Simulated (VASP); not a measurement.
# GaN (F-43m) in VASP: single point with PBE

Aim: the single point of GaN with PBE.

All numbers are computed with VASP 6.6.1; they aren't measurements. Logs are shortened: lines on timing, memory, paths and dates and some standing lists are left out, and cuts for length are marked.

### Step 1. The cell of the first run

It takes space group F-43m (No. 216, cubic). Conventional cell: a = 4.548 Å, b = 4.548 Å, c = 4.548 Å, α = 90.00°, β = 90.00°, γ = 90.00°. Ga (site symmetry -43m) has 4 N at 1.97 Å within 2.6 Å. Within 2.6 Å of N (site symmetry -43m) lie 4 Ga at 1.97 Å.

### Step 2. Single point, PBE

INCAR reads:

```
SYSTEM = GaN
PREC = Accurate
ENCUT = 600
EDIFF = 1E-6
ISMEAR = 0
SIGMA = 0.02
LREAL = .FALSE.
LASPH = .TRUE.
NELM = 120
ALGO = Normal
ISIF = 2
LWAVE = .FALSE.
LCHARG = .FALSE.
GGA = PE
NBANDS = 16
GGA_COMPAT = .FALSE.
```

KPOINTS reads:

```
Automatic mesh
0
G
  10 10 10
  0 0 0
```

POSCAR reads:

```
GaN
1.0
    0.0000000000      2.2742347353      2.2742347353
    2.2742347353      0.0000000000      2.2742347353
    2.2742347353      2.2742347353      0.0000000000
Ga N
1 1
Direct
    0.0000000000      0.0000000000      0.0000000000
    0.2500000000      0.2500000000      0.2500000000
```

Potentials or basis: VASP PAW PBE potentials, release 64 (Ga_d, N).

Started as:

```
cat potpaw_PBE.64/Ga_d/POTCAR potpaw_PBE.64/N/POTCAR > POTCAR
mpirun -np 1 vasp_std > vasp.out
```

OUTCAR:

```text
SYSTEM = GaN
   PREC = Accurate
   ENCUT = 600
   EDIFF = 1E-6
   ISMEAR = 0
   LREAL = .FALSE.
   LASPH = .TRUE.
   NELM = 120
   ISIF = 2
   GGA = PE

 ion  position               nearest neighbor table
   1  0.000  0.000  0.000-   2 1.97   2 1.97   2 1.97   2 1.97
   2  0.250  0.250  0.250-   1 1.97   1 1.97   1 1.97   1 1.97

  LATTYP: Found a face centered cubic cell.
 ALAT       =     4.5484694706

  Lattice vectors:

 A1 = (   0.0000000000,   2.2742347353,   2.2742347353)
 A2 = (   2.2742347353,   0.0000000000,   2.2742347353)
 A3 = (   2.2742347353,   2.2742347353,   0.0000000000)

Analysis of symmetry for initial positions (statically):
=====================================================================
 Subroutine PRICEL returns:
 Original cell was already a primitive cell.

 Routine SETGRP: Setting up the symmetry group for a
 face centered cubic supercell.

 Subroutine GETGRP returns: Found 24 space group operations
 (whereof 24 operations were pure point group operations)
 out of a pool of 48 trial point group operations.

The static configuration has the point symmetry T_d .

Analysis of symmetry for dynamics (positions and initial velocities):
=====================================================================
 Subroutine PRICEL returns:
 Original cell was already a primitive cell.

 Routine SETGRP: Setting up the symmetry group for a
 face centered cubic supercell.

 Subroutine GETGRP returns: Found 24 space group operations
 (whereof 24 operations were pure point group operations)
 out of a pool of 48 trial point group operations.

The dynamic configuration has the point symmetry T_d .

 Subroutine INISYM returns: Found 24 space group operations
 (whereof 24 operations are pure point group operations),
 and found     1 'primitive' translations

----------------------------------------------------------------------------------------

                                     Primitive cell

  volume of cell :      23.5253

  direct lattice vectors                    reciprocal lattice vectors
     0.000000000  2.274234735  2.274234735    -0.219854174  0.219854174  0.219854174
     2.274234735  0.000000000  2.274234735     0.219854174 -0.219854174  0.219854174
     2.274234735  2.274234735  0.000000000     0.219854174  0.219854174 -0.219854174

  length of vectors
     3.216253607  3.216253607  3.216253607     0.380798600  0.380798600  0.380798600

  position of ions in fractional coordinates (direct lattice)
[... 79 lines left out ...]
   EDIFF  = 0.1E-05   stopping-criterion for ELM
   LREAL  =      F    real-space projection
   EDIFFG = 0.1E-04   stopping-criterion for IOM
   NSW    =      0    number of steps for IOM
   IBRION =     -1    ionic relax: 0-MD 1-quasi-New 2-CG
   NFREE  =      0    steps in history (QN), initial steepest desc. (CG)
   ISIF   =      2    stress and relaxation
   ISYM   =      2    0-nonsym 1-usesym 2-fastsym
   POTIM  = 0.5000    time-step for ionic-motion
   TEBEG  =    0.0;   TEEND  =   0.0 temperature during run
   PSTRESS=    0.0 pullay stress
   NELECT =      18.0000    total number of electrons
   NUPDOWN=      -1.0000    fix difference up-down
   EMIN   =  10.00;   EMAX   =-10.00  energy-range for DOS
   EFERMI =   0.00;   METHOD = LEGACY
   ISMEAR =     0;   SIGMA  =   0.02  broadening in eV -4-tet -1-fermi 0-gaus
   EFERMI_NEDOS =   21; number of points for ismear=-14 and -15
   IALGO  =     38    algorithm
   IMIX   =      4    mixing-type and parameters
     AMIX     =   0.40;   BMIX     =  1.00
     AMIX_MAG =   1.60;   BMIX_MAG =  1.00
  volume/ion in A,a.u.               =      11.76        79.38
  Fermi-wavevector in a.u.,A,eV,Ry     =   1.497340  2.829562 30.504624  2.242027
  Thomas-Fermi vector in A             =   2.609240
   LORBIT       =      0    0 simple, 1 ext, 2 COOP (PROOUT), +10 PAW based schemes
   GGA     = PE    functional components
   LHFCALC =     F    Hartree Fock is set to
   AEXX    =    0.0000 exact exchange contribution
   IVDW    =     0    specifies the selected vdW correction
   LEPSILON=     F    determine dielectric tensor
   LRPA    =     F    only Hartree local field effects (RPA)
 non-spin polarized calculation
 Gauss-broadening in eV      SIGMA  =   0.02
  energy-cutoff  :      600.00
  volume of cell :       23.53
 maximum number of plane-waves:       801
 NGX is ok and might be reduce to    28
   NGX = 13   NGY = 13   NGZ = 13

 number of electron      18.0000002 magnetization

 Free energy of the ion-electron system (eV)
  ---------------------------------------------------
  ext. energy  EPLUGINS =         0.00000000
  ---------------------------------------------------
  free energy    TOTEN  =       -12.15504176 eV

  energy without entropy =      -12.15504176  energy(sigma->0) =      -12.15504176

 E-fermi :   5.0766     XC(G=0): -11.5209

 val. band max:        4.9869337575   @ k =   0.0000   0.0000   0.0000
 cond. band min:       6.5340200519   @ k =   0.0000   0.0000   0.0000
 fundamental gap:      1.5470862944
 Fermi energy:         5.0765616892

 k-point     1 :       0.0000    0.0000    0.0000
  band No.  band energies     occupation
      1     -10.7166      2.00000
      2      -8.4360      2.00000
      3      -8.4360      2.00000
      4      -8.4360      2.00000
      5      -8.1432      2.00000
      6      -8.1432      2.00000
[... 433 lines left out ...]
      3      -8.2296      2.00000
      4      -8.2295      2.00000
      5      -8.0873      2.00000
      6      -7.1862      2.00000
[... 8 lines left out ...]
     15      26.8471      0.00000
     16      27.1163      0.00000

 [... further k-points ...]

------------------------ aborting loop because EDIFF is reached ----------------------------------------

  FORCE on cell =-STRESS in cart. coord.  units (eV):
  Direction    XX          YY          ZZ          XY          YZ          ZX
  --------------------------------------------------------------------------------------
  -------------------------------------------------------------------------------------
  Total       -0.0060570     -0.0060570     -0.0060570      0.0000000      0.0000000     -0.0000000
  in kB       -0.4125100     -0.4125100     -0.4125100      0.0000000      0.0000000     -0.0000000
  external PRESSURE =      -0.4125100 kB  Pullay stress =       0.0000000 kB

 VOLUME and BASIS-vectors are now :
 -----------------------------------------------------------------------------
  energy-cutoff  :      600.00
  volume of cell :       23.53
      direct lattice vectors                 reciprocal lattice vectors
     0.000000000  2.274234735  2.274234735    -0.219854174  0.219854174  0.219854174
     2.274234735  0.000000000  2.274234735     0.219854174 -0.219854174  0.219854174
     2.274234735  2.274234735  0.000000000     0.219854174  0.219854174 -0.219854174

 POSITION                                       TOTAL-FORCE (eV/Angst)
 -----------------------------------------------------------------------------------
      0.00000      0.00000      0.00000         0.000000      0.000000      0.000000
      1.13712      1.13712      1.13712        -0.000000     -0.000000     -0.000000
 -----------------------------------------------------------------------------------
    total drift:                                0.000000      0.000000      0.000000

  FREE ENERGIE OF THE ION-ELECTRON SYSTEM (eV)
  ---------------------------------------------------
  free  energy   TOTEN  =       -12.1550417649 eV

  energy  without entropy=      -12.1550417649  energy(sigma->0) =      -12.15504176
```

OSZICAR:

```text
N       E                     dE             d eps       ncg     rms          rms(c)
DAV:   1     0.911072301799E+02    0.91107E+02   -0.10116E+04  1648   0.217E+03
DAV:   2    -0.745498570305E+01   -0.98562E+02   -0.90904E+02  1736   0.361E+02
DAV:   3    -0.140336547389E+02   -0.65787E+01   -0.65486E+01  1760   0.771E+01
DAV:   4    -0.141118237146E+02   -0.78169E-01   -0.78158E-01  1896   0.921E+00
DAV:   5    -0.141129737971E+02   -0.11501E-02   -0.11501E-02  1808   0.982E-01    0.761E+00
DAV:   6    -0.121563750381E+02    0.19566E+01   -0.49452E+00  2288   0.393E+01    0.268E+00
DAV:   7    -0.121624322481E+02   -0.60572E-02   -0.31654E-01  1656   0.674E+00    0.174E+00
DAV:   8    -0.121590586235E+02    0.33736E-02   -0.63693E-02  1744   0.334E+00    0.801E-01
DAV:   9    -0.121547358480E+02    0.43228E-02   -0.14343E-02  2272   0.270E+00    0.213E-01
DAV:  10    -0.121551282038E+02   -0.39236E-03   -0.14557E-03  1736   0.531E-01    0.105E-01
DAV:  11    -0.121550358601E+02    0.92344E-04   -0.28208E-04  2224   0.277E-01    0.707E-03
DAV:  12    -0.121550419210E+02   -0.60609E-05   -0.30657E-05  1728   0.596E-02    0.879E-03
DAV:  13    -0.121550417649E+02    0.15605E-06   -0.10278E-06  1536   0.158E-02
   1 F= -.12155042E+02 E0= -.12155042E+02  d E =-.642098E-13
```

stdout:

```text
POSCAR found type information on POSCAR GaN
 POSCAR found :  2 types and       2 ions
 scaLAPACK will be used
 LDA part: xc-table for (Slater+PW92), standard interpolation
 POSCAR, INCAR and KPOINTS ok, starting setup
 FFT: planning ... GRIDC
 FFT: planning ... GRID_SOFT
 FFT: planning ... GRID
 WAVECAR not read
 entering main loop
```

Run time: 16 s. Hardware: 1 thread of AMD EPYC 9R45 (Zen 5), shared host; peak memory 0.13 GiB.

What came out:

| Property | Result |
| --- | --- |
| Free energy | -12.1550 eV |
| Pressure | 0.0 GPa |
| Band gap on the k mesh | 1.55 eV |
